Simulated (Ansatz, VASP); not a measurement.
# Two plane-wave programs on AlN

The input INCAR:

```
ALGO = Normal ; EDIFF = 1E-6
ENCUT = 600 ; GGA = CA
GGA_COMPAT = F ; ISIF = 2
ISMEAR = 0 ; LASPH = T
LCHARG = F ; LREAL = F
LWAVE = F ; NBANDS = 11
NELM = 120 ; PREC = Accurate
SIGMA = 0.02
```

The input KPOINTS:

```
k-points
0
Gamma
  10 10 10
```

File POSCAR:

```
AlN
1.0
    0.0000000000      2.0447951414      2.0447951414
    2.0447951414      0.0000000000      2.0447951414
    2.0447951414      2.0447951414      0.0000000000
Al N
1 1
Direct
    0.5000000000      0.5000000000      0.5000000000
    0.0000000000      0.0000000000      0.0000000000
```

Input for Ansatz:

```yaml
crystal:
  lattice:
    - [0.0, 2.0447951414, 2.0447951414]
    - [2.0447951414, 0.0, 2.0447951414]
    - [2.0447951414, 2.0447951414, 0.0]
  atoms:
    - { symbol: Al, position: [0.5, 0.5, 0.5] }
    - { symbol: "N", position: [0.0, 0.0, 0.0] }
basis:
  ecutwfc: 420
kpoints:
  mp_grid: { grid: [10, 10, 10] }
hamiltonian:
  xc: lda
  pseudopotentials: { kind: paw }
scf:
  occupations: { method: gaussian, width: 0.02 }
output:
  forces: true
  stress: true
  eigenvalues: true
```

Alike in both runs: task single point; functional LDA; k mesh 10 × 10 × 10; occupations gaussian, width 0.02 eV; no spin polarisation.

```csv
,VASP,Ansatz
version,VASP 6.6.1,Ansatz 0.2.0
potentials or method,"VASP PAW LDA potentials, release 64 (Al, N), cutoff 600 eV","scalar-relativistic, plane waves, PAW"
valence electrons in the cell,8,8
```

Ansatz gave:

* gap on the k mesh at the Fermi level (eV): 4.15
* least direct gap on the mesh (eV): 5.27
* pressure (GPa): -14.4

What did VASP give for the same quantities?

gap on the k mesh at the Fermi level (eV): 4.14; least direct gap on the mesh (eV): 5.29; pressure (GPa): -14.0.

LDA's correlation is that of Perdew and Zunger in VASP and of Perdew and Wang (1992) in Ansatz.
